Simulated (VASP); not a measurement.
Crystal: HgTe (Coloradoite).

```
CELL_PARAMETERS angstrom
0.00000 3.21450 3.21450
3.21450 0.00000 3.21450
3.21450 3.21450 0.00000
ATOMIC_POSITIONS crystal
Hg 0.99737 0.00315 0.99558
Te 0.74873 0.75226 0.74921
```

This cell differs from its parent crystal: atoms moved at random.

Base run:

* Program: VASP 6.6.1
* Functional: PBEsol
* Potentials or basis: VASP PAW PBE potentials, release 64 (Hg, Te)
* Cutoff: 520 eV
* k mesh: 7 × 7 × 7
* Occupations: fermi-dirac, width 0.05 eV
* Spin: no spin polarisation

Its results: pressure 1.9 GPa; largest force 0.077 eV/Å.

Question: The run is repeated on the same cell with these changes: functional from PBEsol to PBE; further incar settings from ALGO = Normal; EDIFF = 1e-06; NBANDS = 16 to ALGO = Normal; EDIFF = 1e-07; NBANDS = 16. What comes out?

Answer: Pressure 4.6 GPa; largest force 0.081 eV/Å.

Caveats: the PAW data sets were made with another functional, which shifts forces and pressure a little (some runs).
